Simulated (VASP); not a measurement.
MnPt: single point with LDA

MnPt:

```
Mn Pt
1.0
     2.76180    0.00000    0.00000
     0.00000    2.76180    0.00000
     0.00000    0.00000    3.56618
Mn Pt
1 1
Direct
  0.00000 0.00000 0.00000
  0.50000 0.50000 0.50000
```

```yaml
Program: VASP 6.6.1
Task: single point
Functional: LDA
Potentials_or_basis: VASP PAW LDA potentials, release 64 (Mn_pv, Pt)
Cutoff: 520 eV
k_mesh: 16 × 16 × 12
Occupations: gaussian, width 0.05 eV
Spin: no spin polarisation
Dipole_correction: no
Further_INCAR_settings: ALGO = Fast; EDIFF = 1e-06; NBANDS = 18
```

- Pressure: -21.6 GPa
- Band gap on the k mesh: zero (an odd number of electrons rules out a gap without spin polarisation)

Stress tensor (GPa, compression positive):
```
-28.12   0.00   0.00
  0.00 -28.12   0.00
  0.00   0.00  -8.68
```

Levels at points of the mesh, in eV from the Fermi level:
| k point | band 9 | band 10 | band 11 | band 12 | band 13 | band 14 | band 15 | band 16 |
| --- | --- | --- | --- | --- | --- | --- | --- | --- |
| (0.00, 0.00, 0.00) | -1.71 | -1.29 | -0.03 | 0.79 | 1.08 | 1.08 | 3.41 | 11.27 |
| (0.50, 0.00, 0.00) | -2.11 | -1.78 | -1.73 | -0.54 | -0.09 | 1.54 | 2.02 | 12.03 |
| (0.50, 0.50, 0.00) | 0.40 | 0.84 | 1.07 | 1.29 | 1.29 | 1.48 | 1.48 | 7.69 |
| (0.00, 0.00, 0.50) | -2.57 | -2.11 | -1.39 | -0.40 | -0.40 | -0.39 | 0.37 | 16.20 |
| (0.50, 0.00, 0.50) | -1.04 | -0.43 | -0.24 | 0.04 | 0.82 | 0.94 | 0.97 | 5.38 |
| (0.50, 0.50, 0.50) | -2.16 | -1.91 | 0.01 | 0.04 | 1.07 | 7.52 | 7.52 | 7.66 |

Run time: 61 s on 1 thread of Intel(R) Xeon(R) 6975P-C (Granite Rapids), on a shared host, peak memory 0.26 GiB.

Caveat: the stress differs along the axes, from -28 to -9 GPa; spin-orbit coupling is left out, which moves the levels of the heavy elements; the run has no spin polarisation, though such a crystal can be magnetic. Spin polarisation is off, so any magnetic state and its effect on volume and gap are missing.
